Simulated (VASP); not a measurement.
# ZrC (I4/mmm) in VASP: a series of runs, part 2 of 2

VASP 6.6.1. The steps go on from the part before.

**4. Single point, PBE (strain +0.000 along x and y, -0.080 along z)**

INCAR reads:

```
SYSTEM = ZrC
ALGO     = Normal         ! electronic algorithm
EDIFF    = 1E-6           ! SCF threshold, eV
ENCUT    = 520            ! plane-wave cutoff, eV
GGA      = PE             ! functional
ISIF     = 2              ! what is computed and relaxed
ISMEAR   = 0              ! smearing method
LASPH    = .True.         ! aspherical terms in the spheres
LCHARG   = .False.        ! write CHGCAR
LREAL    = .False.        ! projectors in reciprocal space
LWAVE    = .False.        ! write WAVECAR
NBANDS   = 15             ! bands
NELM     = 100            ! most SCF steps
PREC     = Accurate       ! precision mode
SIGMA    = 0.15           ! smearing width, eV
```

KPOINTS reads:

```
k-points
0
Gamma
  18 18 18
  0 0 0
```

POSCAR reads:

```
ZrC
1.0
    0.0000000000      2.3502100000      2.1621932000
    2.3502100000      0.0000000000      2.1621932000
    2.3502100000      2.3502100000      0.0000000000
Zr C
1 1
Direct
    0.5000000000      0.5000000000      0.5000000000
    0.0000000000      0.0000000000      0.0000000000
```

Potentials or basis: VASP PAW PBE potentials, release 64 (Zr_sv, C).

The run is started by

```
$ cat potpaw_PBE.64/Zr_sv/POTCAR potpaw_PBE.64/C/POTCAR > POTCAR
$ mpirun -np 1 vasp_std > vasp.out
```

OUTCAR:

```text
SYSTEM = ZrC
   EDIFF = 1E-6
   ENCUT = 520
   GGA = PE
   ISIF = 2
   ISMEAR = 0
   LASPH = .True.
   LREAL = .False.
   NELM = 100
   PREC = Accurate

 ion  position               nearest neighbor table
   1  0.500  0.500  0.500-   2 2.16   2 2.16   2 2.35   2 2.35   2 2.35   2 2.35
   2  0.000  0.000  0.000-   1 2.16   1 2.16   1 2.35   1 2.35   1 2.35   1 2.35

  LATTYP: Found a body centered tetragonal cell.
 ALAT       =     3.3236988564
 C/A-ratio  =     1.3010764774

  Lattice vectors:

 A1 = (   0.0000000000,  -2.3502100000,  -2.1621932000)
 A2 = (   0.0000000000,   2.3502100000,  -2.1621932000)
 A3 = (   2.3502100000,   0.0000000000,   2.1621932000)

Analysis of symmetry for initial positions (statically):
=====================================================================
 Subroutine PRICEL returns:
 Original cell was already a primitive cell.

 Routine SETGRP: Setting up the symmetry group for a
 body centered tetragonal supercell.

 Subroutine GETGRP returns: Found 16 space group operations
 (whereof 16 operations were pure point group operations)
 out of a pool of 16 trial point group operations.

The static configuration has the point symmetry D_4h.

Analysis of symmetry for dynamics (positions and initial velocities):
=====================================================================
 Subroutine PRICEL returns:
 Original cell was already a primitive cell.

 Routine SETGRP: Setting up the symmetry group for a
 body centered tetragonal supercell.

 Subroutine GETGRP returns: Found 16 space group operations
 (whereof 16 operations were pure point group operations)
 out of a pool of 16 trial point group operations.

The dynamic configuration has the point symmetry D_4h.

 Subroutine INISYM returns: Found 16 space group operations
 (whereof 16 operations are pure point group operations),
 and found     1 'primitive' translations

----------------------------------------------------------------------------------------

                                     Primitive cell

[... 121 lines left out ...]
 non-spin polarized calculation
 Gauss-broadening in eV      SIGMA  =   0.15
  energy-cutoff  :      520.00
  volume of cell :       23.89
 maximum number of plane-waves:       655
   NGX = 11   NGY = 11   NGZ = 13

 number of electron      16.0000000 magnetization

 Free energy of the ion-electron system (eV)
  ---------------------------------------------------
  ext. energy  EPLUGINS =         0.00000000
  ---------------------------------------------------
  free energy    TOTEN  =       -19.11705239 eV

  energy without entropy =      -19.11428443  energy(sigma->0) =      -19.11566841

 E-fermi :  10.6352     XC(G=0): -12.5383

 val. band max:       10.6126944294   @ k =   0.5000   0.4444   0.0556
 cond. band min:      10.6384745492   @ k =   0.5000   0.0000   0.5000
 fundamental gap:      0.0257801198
 Fermi energy:        10.6351888277

 k-point     1 :       0.0000    0.0000    0.0000
  band No.  band energies     occupation
      1     -37.1685      2.00000
      2     -14.8346      2.00000
      3     -14.8158      2.00000
      4     -14.8158      2.00000
      5      -0.9900      2.00000
      6      11.3571      0.00000
      7      11.3571      0.00000
      8      11.4598      0.00000
      9      11.4598      0.00000
     10      11.9957      0.00000
     11      12.3555      0.00000
     12      13.1383      0.00000
     13      13.6968      0.00000
     14      19.4999      0.00000
[... 401 lines left out ...]
      2     -15.3717      2.00000
      3     -14.8920      2.00000
      4     -14.8833      2.00000
      5       0.3072      2.00000
      6       7.6915      2.00000
      7       8.4669      2.00000
      8       9.3269      2.00000
      9      12.8345      0.00000
     10      13.2427      0.00000
     11      14.0998      0.00000
     12      17.6709      0.00000
     13      17.6717      0.00000
     14      20.7813      0.00000
     15      24.3242      0.00000

 [... further k-points ...]

------------------------ aborting loop because EDIFF is reached ----------------------------------------

  FORCE on cell =-STRESS in cart. coord.  units (eV):
  Direction    XX          YY          ZZ          XY          YZ          ZX
  --------------------------------------------------------------------------------------
  -------------------------------------------------------------------------------------
  Total        1.7012867      1.7012867      8.7889622      0.0000000      0.0000000     -0.0000000
  in kB      114.1169776    114.1169776    589.5360204      0.0000000      0.0000000     -0.0000000
  external PRESSURE =     272.5899919 kB  Pullay stress =       0.0000000 kB

 VOLUME and BASIS-vectors are now :
 -----------------------------------------------------------------------------
  energy-cutoff  :      520.00
  volume of cell :       23.89
      direct lattice vectors                 reciprocal lattice vectors
     0.000000000  2.350210000  2.162193200    -0.212746946  0.212746946  0.231246680
     2.350210000  0.000000000  2.162193200     0.212746946 -0.212746946  0.231246680
     2.350210000  2.350210000  0.000000000     0.212746946  0.212746946 -0.231246680

 POSITION                                       TOTAL-FORCE (eV/Angst)
 -----------------------------------------------------------------------------------
      2.35021      2.35021      2.16219         0.000000      0.000000      0.000000
      0.00000      0.00000      0.00000         0.000000     -0.000000      0.000000
 -----------------------------------------------------------------------------------
    total drift:                                0.000000     -0.000000      0.000000

  FREE ENERGIE OF THE ION-ELECTRON SYSTEM (eV)
  ---------------------------------------------------
  free  energy   TOTEN  =       -19.1170523862 eV

  energy  without entropy=      -19.1142844322  energy(sigma->0) =      -19.11566841
```

OSZICAR:

```text
N       E                     dE             d eps       ncg     rms          rms(c)
DAV:   1     0.101438138160E+03    0.10144E+03   -0.86645E+03 14416   0.109E+03
DAV:   2    -0.164624933699E+02   -0.11790E+03   -0.11020E+03 18257   0.291E+02
DAV:   3    -0.223348612897E+02   -0.58724E+01   -0.58325E+01 23394   0.556E+01
DAV:   4    -0.225001883214E+02   -0.16533E+00   -0.16525E+00 17749   0.630E+00
DAV:   5    -0.225016599164E+02   -0.14716E-02   -0.14716E-02 18966   0.576E-01    0.249E+01
DAV:   6    -0.191885392491E+02    0.33131E+01   -0.64206E+00 17093   0.230E+01    0.909E+00
DAV:   7    -0.191241844572E+02    0.64355E-01   -0.45988E-01 16369   0.551E+00    0.761E+00
DAV:   8    -0.191371454462E+02   -0.12961E-01   -0.19520E-01 18339   0.362E+00    0.470E+00
DAV:   9    -0.191176094630E+02    0.19536E-01   -0.31900E-02 16241   0.133E+00    0.791E-01
DAV:  10    -0.191170694455E+02    0.54002E-03   -0.35460E-03 18894   0.515E-01    0.710E-02
DAV:  11    -0.191170555884E+02    0.13857E-04   -0.10637E-04 16479   0.110E-01    0.174E-02
DAV:  12    -0.191170527235E+02    0.28649E-05   -0.31477E-06 18736   0.180E-02    0.499E-03
DAV:  13    -0.191170523862E+02    0.33727E-06   -0.24223E-07  9889   0.468E-03
   1 F= -.19117052E+02 E0= -.19115668E+02  d E =-.276795E-02
```

stdout:

```text
POSCAR found type information on POSCAR ZrC
 POSCAR found :  2 types and       2 ions
 scaLAPACK will be used
 LDA part: xc-table for (Slater+PW92), standard interpolation
 POSCAR, INCAR and KPOINTS ok, starting setup
 FFT: planning ... GRIDC
 FFT: planning ... GRID_SOFT
 FFT: planning ... GRID
 WAVECAR not read
 entering main loop
```

Wall time 56 s (1 thread of Intel Xeon 6975P-C (Granite Rapids), shared host); peak memory 0.29 GiB.

Results:

```yaml
Free_energy: -19.1171 eV
Pressure: 27.3 GPa
Band_gap_on_the_k_mesh: zero (bands 8 and 9 overlap by 1.78 eV)
```

Caveat: the cell differs from its parent crystal (strain +0.000 along x and y, -0.080 along z); the cell stands under pressure.

**5. Single point, PBE (strain +0.000 along x and y, -0.040 along z)**

INCAR reads:

```
ALGO     = Normal         # electronic algorithm
EDIFF    = 1E-6           # SCF threshold, eV
ENCUT    = 520            # plane-wave cutoff, eV
GGA      = PE             # functional
ISIF     = 2              # what is computed and relaxed
ISMEAR   = 0              # smearing method
LASPH    = True           # aspherical terms in the spheres
LCHARG   = True           # write CHGCAR
LELF     = True           # ELF
LREAL    = False          # projectors in reciprocal space
LVHAR    = True         
LWAVE    = False          # write WAVECAR
NBANDS   = 15             # bands
NELM     = 60             # most SCF steps
PREC     = Accurate       # precision mode
SIGMA    = 0.15           # smearing width, eV
```

KPOINTS reads:

```
k-points
0
Gamma
  18 18 18
```

POSCAR reads:

```
ZrC
1.0
    0.0000000000      2.3502100000      2.2562016000
    2.3502100000      0.0000000000      2.2562016000
    2.3502100000      2.3502100000      0.0000000000
Zr C
1 1
Direct
    0.5000000000      0.5000000000      0.5000000000
    0.0000000000      0.0000000000      0.0000000000
```

Potentials or basis: VASP PAW PBE potentials, release 64 (Zr_sv, C).

The run is started by

```
$ cat potpaw_PBE.64/Zr_sv/POTCAR potpaw_PBE.64/C/POTCAR > POTCAR
$ mpirun -np 1 vasp_std > vasp.out
```

OUTCAR:

```text
EDIFF = 1E-6
   ENCUT = 520
   GGA = PE
   ISIF = 2
   ISMEAR = 0
   LASPH = True
   LREAL = False
   NELM = 60
   PREC = Accurate

 ion  position               nearest neighbor table
   1  0.500  0.500  0.500-   2 2.26   2 2.26   2 2.35   2 2.35   2 2.35   2 2.35
   2  0.000  0.000  0.000-   1 2.26   1 2.26   1 2.35   1 2.35   1 2.35   1 2.35

  LATTYP: Found a body centered tetragonal cell.
 ALAT       =     3.3236988564
 C/A-ratio  =     1.3576450199

  Lattice vectors:

 A1 = (   0.0000000000,  -2.3502100000,  -2.2562016000)
 A2 = (   0.0000000000,   2.3502100000,  -2.2562016000)
 A3 = (   2.3502100000,   0.0000000000,   2.2562016000)

Analysis of symmetry for initial positions (statically):
=====================================================================
 Subroutine PRICEL returns:
 Original cell was already a primitive cell.

 Routine SETGRP: Setting up the symmetry group for a
 body centered tetragonal supercell.

 Subroutine GETGRP returns: Found 16 space group operations
 (whereof 16 operations were pure point group operations)
 out of a pool of 16 trial point group operations.

The static configuration has the point symmetry D_4h.

Analysis of symmetry for dynamics (positions and initial velocities):
=====================================================================
 Subroutine PRICEL returns:
 Original cell was already a primitive cell.

 Routine SETGRP: Setting up the symmetry group for a
 body centered tetragonal supercell.

 Subroutine GETGRP returns: Found 16 space group operations
 (whereof 16 operations were pure point group operations)
 out of a pool of 16 trial point group operations.

The dynamic configuration has the point symmetry D_4h.

 Subroutine INISYM returns: Found 16 space group operations
 (whereof 16 operations are pure point group operations),
 and found     1 'primitive' translations

----------------------------------------------------------------------------------------

                                     Primitive cell

  volume of cell :      24.9242

  direct lattice vectors                    reciprocal lattice vectors
     0.000000000  2.350210000  2.256201600    -0.212746946  0.212746946  0.221611402
     2.350210000  0.000000000  2.256201600     0.212746946 -0.212746946  0.221611402
     2.350210000  2.350210000  0.000000000     0.212746946  0.212746946 -0.221611402

  length of vectors
     3.257903115  3.257903115  3.323698856     0.373676517  0.373676517  0.373676517

  position of ions in fractional coordinates (direct lattice)
     0.500000000  0.500000000  0.500000000
     0.000000000  0.000000000  0.000000000

  ion indices of the primitive-cell ions
   primitive index   ion index
                 1           1
                 2           2

----------------------------------------------------------------------------------------

 KPOINTS: k-points

Automatic generation of k-mesh.
 Grid dimensions read from file:
 generate k-points for:   18   18   18

 Generating k-lattice:

  Cartesian coordinates                     Fractional coordinates (reciprocal lattice)
[... 39 lines left out ...]
 -0.277778  0.055556  0.000000      8.000000
 -0.222222  0.055556  0.000000      8.000000
 [... further k-points ...]
   k-points           NKPTS =    480   k-points in BZ     NKDIM =    480   number of bands    NBANDS=     15
   number of dos      NEDOS =    301   number of ions     NIONS =      2
   total plane-waves  NPLWV =  16128
   dimension x,y,z NGX =    24 NGY =   24 NGZ =   28
   dimension x,y,z NGXF=    48 NGYF=   48 NGZF=   56
   ions per type =               1   1
   NGX,Y,Z   is equivalent  to a cutoff of  12.25, 12.25, 14.01 a.u.
   NGXF,Y,Z  is equivalent  to a cutoff of  24.49, 24.49, 28.01 a.u.
 SYSTEM =  unknown system
   PREC   = accura    normal or accurate (medium, high low for compatibility)
   ISTART =      0    job   : 0-new  1-cont  2-samecut
   ICHARG =      2    charge: 1-file 2-atom 10-const
   ISPIN  =      1    spin polarized calculation?
   LNONCOLLINEAR =      F non collinear calculations
   LSORBIT =      F    spin-orbit coupling
   LASPH  =      T    aspherical Exc in radial PAW
   ENCUT  =  520.0 eV  38.22 Ry    6.18 a.u.   6.06  6.06  6.18*2*pi/ulx,y,z
   NELM   =     60;   NELMIN=  2; NELMDL= -5     # of ELM steps
   EDIFF  = 0.1E-05   stopping-criterion for ELM
   LREAL  =      F    real-space projection
   EDIFFG = 0.1E-04   stopping-criterion for IOM
   NSW    =      0    number of steps for IOM
   IBRION =     -1    ionic relax: 0-MD 1-quasi-New 2-CG
   NFREE  =      0    steps in history (QN), initial steepest desc. (CG)
   ISIF   =      2    stress and relaxation
   ISYM   =      2    0-nonsym 1-usesym 2-fastsym
   POTIM  = 0.5000    time-step for ionic-motion
   TEBEG  =    0.0;   TEEND  =   0.0 temperature during run
   PSTRESS=    0.0 pullay stress
   NELECT =      16.0000    total number of electrons
   NUPDOWN=      -1.0000    fix difference up-down
   EMIN   =  10.00;   EMAX   =-10.00  energy-range for DOS
   EFERMI =   0.00;   METHOD = LEGACY
   ISMEAR =     0;   SIGMA  =   0.15  broadening in eV -4-tet -1-fermi 0-gaus
   EFERMI_NEDOS =   21; number of points for ismear=-14 and -15
   IALGO  =     38    algorithm
   IMIX   =      4    mixing-type and parameters
     AMIX     =   0.40;   BMIX     =  1.00
     AMIX_MAG =   1.60;   BMIX_MAG =  1.00
  volume/ion in A,a.u.               =      12.46        84.10
  Fermi-wavevector in a.u.,A,eV,Ry     =   1.412238  2.668742 27.135661  1.994415
  Thomas-Fermi vector in A             =   2.534007
   LORBIT       =      0    0 simple, 1 ext, 2 COOP (PROOUT), +10 PAW based schemes
   GGA     = PE    functional components
   LHFCALC =     F    Hartree Fock is set to
   AEXX    =    0.0000 exact exchange contribution
   IVDW    =     0    specifies the selected vdW correction
   LEPSILON=     F    determine dielectric tensor
   LRPA    =     F    only Hartree local field effects (RPA)
 non-spin polarized calculation
 Gauss-broadening in eV      SIGMA  =   0.15
  energy-cutoff  :      520.00
  volume of cell :       24.92
 maximum number of plane-waves:       684
   NGX = 13   NGY = 13   NGZ = 13

 number of electron      16.0000000 magnetization

 Free energy of the ion-electron system (eV)
  ---------------------------------------------------
  ext. energy  EPLUGINS =         0.00000000
  ---------------------------------------------------
  free energy    TOTEN  =       -19.38218305 eV

  energy without entropy =      -19.37897499  energy(sigma->0) =      -19.38057902

 E-fermi :  10.1088     XC(G=0): -12.3333

 val. band max:       10.1051507529   @ k =   0.4444   0.0000   0.4444
 cond. band min:      10.1112169495   @ k =   0.3333   0.0000   0.2778
 fundamental gap:      0.0060661966
 Fermi energy:        10.1087830394

 k-point     1 :       0.0000    0.0000    0.0000
  band No.  band energies     occupation
      1     -37.8528      2.00000
      2     -15.5411      2.00000
      3     -15.5411      2.00000
      4     -15.5257      2.00000
      5      -1.3594      2.00000
      6      10.9519      0.00000
      7      10.9519      0.00000
      8      11.0664      0.00000
      9      11.0664      0.00000
     10      11.2070      0.00000
     11      11.4865      0.00000
     12      12.7790      0.00000
     13      13.1520      0.00000
     14      18.0138      0.00000
[... 401 lines left out ...]
      2     -16.0148      2.00000
      3     -15.5969      2.00000
      4     -15.5853      2.00000
      5      -0.1075      2.00000
      6       7.3142      2.00000
      7       8.1214      2.00000
      8       8.6626      2.00000
      9      12.3025      0.00000
     10      12.6788      0.00000
     11      13.3998      0.00000
     12      16.6928      0.00000
     13      17.2377      0.00000
     14      19.5798      0.00000
     15      23.4925      0.00000

 [... further k-points ...]

------------------------ aborting loop because EDIFF is reached ----------------------------------------

  FORCE on cell =-STRESS in cart. coord.  units (eV):
  Direction    XX          YY          ZZ          XY          YZ          ZX
  --------------------------------------------------------------------------------------
  -------------------------------------------------------------------------------------
  Total        0.9437395      0.9437395      3.8481016      0.0000000      0.0000000      0.0000000
  in kB       60.6654553     60.6654553    247.3636459      0.0000000      0.0000000      0.0000000
  external PRESSURE =     122.8981855 kB  Pullay stress =       0.0000000 kB

 VOLUME and BASIS-vectors are now :
 -----------------------------------------------------------------------------
  energy-cutoff  :      520.00
  volume of cell :       24.92
      direct lattice vectors                 reciprocal lattice vectors
     0.000000000  2.350210000  2.256201600    -0.212746946  0.212746946  0.221611402
     2.350210000  0.000000000  2.256201600     0.212746946 -0.212746946  0.221611402
     2.350210000  2.350210000  0.000000000     0.212746946  0.212746946 -0.221611402

 POSITION                                       TOTAL-FORCE (eV/Angst)
 -----------------------------------------------------------------------------------
      2.35021      2.35021      2.25620         0.000000      0.000000      0.000000
      0.00000      0.00000      0.00000        -0.000000     -0.000000      0.000000
 -----------------------------------------------------------------------------------
    total drift:                                0.000000     -0.000000      0.000000

  FREE ENERGIE OF THE ION-ELECTRON SYSTEM (eV)
  ---------------------------------------------------
  free  energy   TOTEN  =       -19.3821830483 eV

  energy  without entropy=      -19.3789749899  energy(sigma->0) =      -19.38057902
```

Run time: 55 s. Hardware: 1 thread of Intel Xeon 6975P-C (Granite Rapids), shared host; peak memory 0.29 GiB.

What came out:

```yaml
Free_energy: -19.3822 eV
Pressure: 12.3 GPa
Band_gap_on_the_k_mesh: zero (bands 8 and 9 overlap by 1.59 eV)
```

Levels at points of the mesh, in eV from the Fermi level:
```csv
k point,band 6,band 7,band 8,band 9,band 10,band 11
"(0.00, 0.00, 0.00)",0.84,0.84,0.96,0.96,1.10,1.38
"(0.50, 0.00, 0.00)",-5.48,-3.14,-3.07,4.55,4.88,5.61
"(0.50, 0.50, 0.00)",-1.96,-1.67,-0.07,-0.07,4.69,5.94
"(0.50, 0.00, 0.50)",-2.16,-1.88,0.04,0.30,4.59,5.72
```

Caveat: the cell differs from its parent crystal (strain +0.000 along x and y, -0.040 along z); the cell stands under pressure.

**6. Overview**

| cell | gap on the mesh (eV) | pressure (GPa) |
| --- | --- | --- |
| a = 3.125, b = 3.125, c = 3.191 Å, angles 59.3, 59.3, 61.4°, 2 atoms | none | 54.6 |
| a = 3.334, b = 3.334, c = 3.058 Å, angles 62.7, 62.7, 54.6°, 2 atoms | none | 38.5 |
| a = 3.194, b = 3.194, c = 3.324 Å, angles 58.6, 58.6, 62.7°, 2 atoms | none | 27.3 |
| a = 3.258, b = 3.258, c = 3.324 Å, angles 59.3, 59.3, 61.3°, 2 atoms | none | 12.3 |

Alike in all rows: task single point; level PBE; potentials or basis VASP PAW PBE potentials, release 64 (Zr_sv, C); no spin polarisation; k mesh 18 × 18 × 18; cutoff (eV) 520; smearing gaussian 0.15 eV.

Caveats: the cell stands under pressure.

Absolute energies hang on the potentials; compare differences alone.
